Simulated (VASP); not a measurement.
# KI (Pm-3m) in VASP: a series of runs

The runs below take KI through single point, with PBE, PBE-based screened hybrid.

Program: VASP 6.6.1. These are calculated values, not measurements. Logs are shortened: lines on timing, memory, paths and dates and some standing lists are left out, and cuts for length are marked.

**1. The cell of the first run**

The structure is cubic, space group Pm-3m (No. 221). The conventional cell has a = 4.291 Å, b = 4.291 Å, c = 4.291 Å, α = 90.00°, β = 90.00°, γ = 90.00°. Within 4.9 Å of I (site symmetry m-3m) lie 8 K at 3.72 Å and 6 I at 4.29 Å. K (site symmetry m-3m) has 8 I at 3.72 Å and 6 K at 4.29 Å within 4.9 Å.

**2. Single point, PBE**

Input file INCAR:

```
SYSTEM = KI
PREC = Accurate
ENCUT = 520
EDIFF = 1E-6
ISMEAR = -1
SIGMA = 0.05
LREAL = .FALSE.
LASPH = .TRUE.
NELM = 100
ALGO = Normal
ISIF = 2
LWAVE = .FALSE.
LCHARG = .TRUE.
GGA = PE
LELF = .TRUE.
LVHAR = .TRUE.
NBANDS = 15
```

Input file KPOINTS:

```
Automatic mesh
0
G
  6 6 6
  0 0 0
```

Input file POSCAR:

```
KI
1.0
    4.2911966600      0.0000000000      0.0000000000
    0.0000000000      4.2911966600      0.0000000000
    0.0000000000      0.0000000000      4.2911966600
I K
1 1
Direct
    0.5000000000      0.5000000000      0.5000000000
    0.0000000000      0.0000000000      0.0000000000
```

Potentials or basis: VASP PAW PBE potentials, release 64 (I, K_sv).

On the command line:

```bash
> cat potpaw_PBE.64/I/POTCAR potpaw_PBE.64/K_sv/POTCAR > POTCAR
> mpirun -np 1 vasp_std > vasp.out
```

OUTCAR:

```text
SYSTEM = KI
   PREC = Accurate
   ENCUT = 520
   EDIFF = 1E-6
   ISMEAR = -1
   LREAL = .FALSE.
   LASPH = .TRUE.
   NELM = 100
   ISIF = 2
   GGA = PE

 ion  position               nearest neighbor table
   1  0.500  0.500  0.500-
   2  0.000  0.000  0.000-

  LATTYP: Found a simple cubic cell.
 ALAT       =     4.2911966600

  Lattice vectors:

 A1 = (   4.2911966600,   0.0000000000,   0.0000000000)
 A2 = (   0.0000000000,   4.2911966600,   0.0000000000)
 A3 = (   0.0000000000,   0.0000000000,   4.2911966600)

Analysis of symmetry for initial positions (statically):
=====================================================================
 Subroutine PRICEL returns:
 Original cell was already a primitive cell.

 Routine SETGRP: Setting up the symmetry group for a
 simple cubic supercell.

 Subroutine GETGRP returns: Found 48 space group operations
 (whereof 48 operations were pure point group operations)
 out of a pool of 48 trial point group operations.

The static configuration has the point symmetry O_h .

Analysis of symmetry for dynamics (positions and initial velocities):
=====================================================================
 Subroutine PRICEL returns:
 Original cell was already a primitive cell.

 Routine SETGRP: Setting up the symmetry group for a
 simple cubic supercell.

 Subroutine GETGRP returns: Found 48 space group operations
 (whereof 48 operations were pure point group operations)
 out of a pool of 48 trial point group operations.

The dynamic configuration has the point symmetry O_h .

 Subroutine INISYM returns: Found 48 space group operations
 (whereof 48 operations are pure point group operations),
 and found     1 'primitive' translations

----------------------------------------------------------------------------------------

                                     Primitive cell

  volume of cell :      79.0197

  direct lattice vectors                    reciprocal lattice vectors
     4.291196660  0.000000000  0.000000000     0.233035230  0.000000000  0.000000000
     0.000000000  4.291196660  0.000000000     0.000000000  0.233035230  0.000000000
     0.000000000  0.000000000  4.291196660     0.000000000  0.000000000  0.233035230

  length of vectors
     4.291196660  4.291196660  4.291196660     0.233035230  0.233035230  0.233035230

  position of ions in fractional coordinates (direct lattice)
     0.500000000  0.500000000  0.500000000
     0.000000000  0.000000000  0.000000000

  ion indices of the primitive-cell ions
   primitive index   ion index
                 1           1
                 2           2

----------------------------------------------------------------------------------------

 KPOINTS: Automatic mesh

Automatic generation of k-mesh.
 Grid dimensions read from file:
 generate k-points for:    6    6    6

 Generating k-lattice:

  Cartesian coordinates                     Fractional coordinates (reciprocal lattice)
     0.038839205  0.000000000  0.000000000     0.166666667  0.000000000  0.000000000
     0.000000000  0.038839205  0.000000000     0.000000000  0.166666667  0.000000000
     0.000000000  0.000000000  0.038839205     0.000000000  0.000000000  0.166666667

  Length of vectors
     0.038839205  0.038839205  0.038839205

  Shift w.r.t. Gamma in fractional coordinates (k-lattice)
     0.000000000  0.000000000  0.000000000

 Subroutine IBZKPT returns following result:
 ===========================================

 Found     20 irreducible k-points:

 Following reciprocal coordinates:
            Coordinates               Weight
  0.000000  0.000000  0.000000      1.000000
  0.166667  0.000000  0.000000      6.000000
  0.333333  0.000000  0.000000      6.000000
  0.500000  0.000000  0.000000      3.000000
  0.166667  0.166667  0.000000     12.000000
  0.333333  0.166667  0.000000     24.000000
[... 12 lines left out ...]
  0.500000  0.500000  0.333333      6.000000
  0.500000  0.500000  0.500000      1.000000
   k-points           NKPTS =     20   k-points in BZ     NKDIM =     20   number of bands    NBANDS=     15
   number of dos      NEDOS =    301   number of ions     NIONS =      2
   total plane-waves  NPLWV =  32768
   dimension x,y,z NGX =    32 NGY =   32 NGZ =   32
   dimension x,y,z NGXF=    64 NGYF=   64 NGZF=   64
   ions per type =               1   1
   NGX,Y,Z   is equivalent  to a cutoff of  12.40, 12.40, 12.40 a.u.
   NGXF,Y,Z  is equivalent  to a cutoff of  24.79, 24.79, 24.79 a.u.
 SYSTEM =  KI
   PREC   = accura    normal or accurate (medium, high low for compatibility)
   ISTART =      0    job   : 0-new  1-cont  2-samecut
   ICHARG =      2    charge: 1-file 2-atom 10-const
   ISPIN  =      1    spin polarized calculation?
   LNONCOLLINEAR =      F non collinear calculations
   LSORBIT =      F    spin-orbit coupling
   LASPH  =      T    aspherical Exc in radial PAW
   ENCUT  =  520.0 eV  38.22 Ry    6.18 a.u.   7.98  7.98  7.98*2*pi/ulx,y,z
   NELM   =    100;   NELMIN=  2; NELMDL= -5     # of ELM steps
   EDIFF  = 0.1E-05   stopping-criterion for ELM
   LREAL  =      F    real-space projection
   EDIFFG = 0.1E-04   stopping-criterion for IOM
   NSW    =      0    number of steps for IOM
   IBRION =     -1    ionic relax: 0-MD 1-quasi-New 2-CG
   NFREE  =      0    steps in history (QN), initial steepest desc. (CG)
   ISIF   =      2    stress and relaxation
   ISYM   =      2    0-nonsym 1-usesym 2-fastsym
   POTIM  = 0.5000    time-step for ionic-motion
   TEBEG  =    0.0;   TEEND  =   0.0 temperature during run
   PSTRESS=    0.0 pullay stress
   NELECT =      16.0000    total number of electrons
   NUPDOWN=      -1.0000    fix difference up-down
   EMIN   =  10.00;   EMAX   =-10.00  energy-range for DOS
   EFERMI =   0.00;   METHOD = LEGACY
   ISMEAR =    -1;   SIGMA  =   0.05  broadening in eV -4-tet -1-fermi 0-gaus
   EFERMI_NEDOS =   21; number of points for ismear=-14 and -15
   IALGO  =     38    algorithm
   IMIX   =      4    mixing-type and parameters
     AMIX     =   0.40;   BMIX     =  1.00
     AMIX_MAG =   1.60;   BMIX_MAG =  1.00
  volume/ion in A,a.u.               =      39.51       266.63
  Fermi-wavevector in a.u.,A,eV,Ry     =   0.961324  1.816639 12.573738  0.924144
  Thomas-Fermi vector in A             =   2.090686
   LORBIT       =      0    0 simple, 1 ext, 2 COOP (PROOUT), +10 PAW based schemes
   GGA     = PE    functional components
   LHFCALC =     F    Hartree Fock is set to
   AEXX    =    0.0000 exact exchange contribution
   IVDW    =     0    specifies the selected vdW correction
   LEPSILON=     F    determine dielectric tensor
   LRPA    =     F    only Hartree local field effects (RPA)
 non-spin polarized calculation
  energy-cutoff  :      520.00
  volume of cell :       79.02
 maximum number of plane-waves:      2176
 NGX is ok and might be reduce to    32
   NGX = 15   NGY = 15   NGZ = 15

 number of electron      16.0000003 magnetization

 Free energy of the ion-electron system (eV)
  ---------------------------------------------------
  ext. energy  EPLUGINS =         0.00000000
  ---------------------------------------------------
  free energy    TOTEN  =        -5.42088250 eV

  energy without entropy =       -5.42088250  energy(sigma->0) =       -5.42088250

 E-fermi :   1.9508     XC(G=0):  -7.7095

 val. band max:        0.8813596039   @ k =   0.5000   0.5000   0.0000
 cond. band min:       4.2114611362   @ k =   0.0000   0.0000   0.0000
 fundamental gap:      3.3301015323
 Fermi energy:         1.9508077735

 k-point     1 :       0.0000    0.0000    0.0000
  band No.  band energies     occupation
      1     -28.4962      2.00000
      2     -11.9493      2.00000
      3     -11.9493      2.00000
      4     -11.9493      2.00000
      5     -10.2783      2.00000
      6       0.5204      2.00000
      7       0.5204      2.00000
      8       0.5204      2.00000
      9       4.2115      0.00000
     10       5.6464      0.00000
     11       5.6464      0.00000
     12       9.2697      0.00000
     13       9.2697      0.00000
     14       9.2697      0.00000
     15      11.3552      0.00000

 k-point     2 :       0.1667    0.0000    0.0000
  band No.  band energies     occupation
      1     -28.4951      2.00000
      2     -11.9932      2.00000
      3     -11.9465      2.00000
      4     -11.9465      2.00000
      5     -10.2022      2.00000
      6      -0.1217      2.00000
      7       0.5389      2.00000
      8       0.5389      2.00000
      9       4.7878      0.00000
     10       5.8445      0.00000
     11       6.3088      0.00000
     12       9.1808      0.00000
     13       9.1808      0.00000
     14       9.3801      0.00000
     15      10.4113      0.00000

 k-point     3 :       0.3333    0.0000    0.0000
  band No.  band energies     occupation
      1     -28.4927      2.00000
      2     -12.0742      2.00000
      3     -11.9407      2.00000
      4     -11.9407      2.00000
      5     -10.0515      2.00000
      6      -1.0374      2.00000
      7       0.5761      2.00000
      8       0.5761      2.00000
      9       5.7366      0.00000
     10       6.4201      0.00000
     11       7.5886      0.00000
     12       8.9173      0.00000
     13       9.1694      0.00000
     14       9.1694      0.00000
     15       9.6416      0.00000

 k-point     4 :       0.5000    0.0000    0.0000
  band No.  band energies     occupation
      1     -28.4916      2.00000
      2     -12.1121      2.00000
      3     -11.9379      2.00000
      4     -11.9379      2.00000
      5      -9.9760      2.00000
      6      -1.4075      2.00000
      7       0.5947      2.00000
      8       0.5947      2.00000
      9       6.3652      0.00000
     10       7.0628      0.00000
     11       7.9300      0.00000
     12       7.9326      0.00000
     13       9.5515      0.00000
     14       9.5868      0.00000
     15       9.5871      0.00000
[... 235 lines left out ...]
 k-point    18 :       0.5000    0.3333    0.3333
  band No.  band energies     occupation
      1     -28.4850      2.00000
      2     -12.0269      2.00000
      3     -11.9990      2.00000
      4     -11.9949      2.00000
      5      -9.8395      2.00000
      6      -0.8409      2.00000
      7      -0.4960      2.00000
      8      -0.4332      2.00000
      9       6.0097      0.00000
     10       6.5508      0.00000
     11       6.9803      0.00000
     12       8.9096      0.00000
     13       9.4435      0.00000
     14       9.5998      0.00000
     15      10.6149      0.00000

 k-point    19 :       0.5000    0.5000    0.3333
  band No.  band energies     occupation
      1     -28.4839      2.00000
      2     -12.0184      2.00000
      3     -12.0184      2.00000
      4     -11.9929      2.00000
      5      -9.8031      2.00000
      6      -0.7889      2.00000
      7      -0.7889      2.00000
      8      -0.4400      2.00000
      9       5.9225      0.00000
     10       6.7399      0.00000
     11       6.7399      0.00000
     12       9.0411      0.00000
     13       9.8262      0.00000
     14       9.8262      0.00000
     15      10.4496      0.00000

 k-point    20 :       0.5000    0.5000    0.5000
  band No.  band energies     occupation
      1     -28.4828      2.00000
      2     -12.0138      2.00000
      3     -12.0138      2.00000
      4     -12.0138      2.00000
      5      -9.7584      2.00000
      6      -0.7750      2.00000
      7      -0.7750      2.00000
      8      -0.7750      2.00000
      9       6.5129      0.00000
     10       6.5129      0.00000
     11       6.5129      0.00000
     12       9.7231      0.00000
     13       9.7231      0.00000
     14       9.7231      0.00000
     15      10.0315      0.00000

------------------------ aborting loop because EDIFF is reached ----------------------------------------

  FORCE on cell =-STRESS in cart. coord.  units (eV):
  Direction    XX          YY          ZZ          XY          YZ          ZX
  --------------------------------------------------------------------------------------
  -------------------------------------------------------------------------------------
  Total        0.2513949      0.2513949      0.2513949      0.0000000      0.0000000      0.0000000
  in kB        5.0972004      5.0972004      5.0972004      0.0000000      0.0000000      0.0000000
  external PRESSURE =       5.0972004 kB  Pullay stress =       0.0000000 kB

 VOLUME and BASIS-vectors are now :
 -----------------------------------------------------------------------------
  energy-cutoff  :      520.00
  volume of cell :       79.02
      direct lattice vectors                 reciprocal lattice vectors
     4.291196660  0.000000000  0.000000000     0.233035230  0.000000000  0.000000000
     0.000000000  4.291196660  0.000000000     0.000000000  0.233035230  0.000000000
     0.000000000  0.000000000  4.291196660     0.000000000  0.000000000  0.233035230

 POSITION                                       TOTAL-FORCE (eV/Angst)
 -----------------------------------------------------------------------------------
      2.14560      2.14560      2.14560         0.000000      0.000000      0.000000
      0.00000      0.00000      0.00000         0.000000      0.000000      0.000000
 -----------------------------------------------------------------------------------
    total drift:                                0.000000      0.000000     -0.000000

  FREE ENERGIE OF THE ION-ELECTRON SYSTEM (eV)
  ---------------------------------------------------
  free  energy   TOTEN  =        -5.4208824968 eV

  energy  without entropy=       -5.4208824968  energy(sigma->0) =       -5.42088250
```

It took 29 s on 1 thread of AMD EPYC 7R13, shared host; peak memory 0.16 GiB.

Results:

| Item | Value |
| --- | --- |
| Free energy | -5.4209 eV |
| Pressure | 0.5 GPa |
| Band gap on the k mesh | 3.33 eV, indirect (least direct gap 3.69 eV) |

Levels at points of the mesh, in eV from the valence-band top:
```tsv
k point	band 5	band 6	band 7	band 8	band 9	band 10	band 11	band 12
(0.00, 0.00, 0.00)	-11.16	-0.36	-0.36	-0.36	3.33	4.76	4.76	8.39
(0.50, 0.00, 0.00)	-10.86	-2.29	-0.29	-0.29	5.48	6.18	7.05	7.05
(0.50, 0.50, 0.00)	-10.81	-1.71	-1.71	0.00	3.92	5.70	6.80	6.80
(0.50, 0.50, 0.50)	-10.64	-1.66	-1.66	-1.66	5.63	5.63	5.63	8.84
```

Caveat: spin-orbit coupling is left out, which moves the levels of the heavy elements.

(Continued in part 2 of 2.)
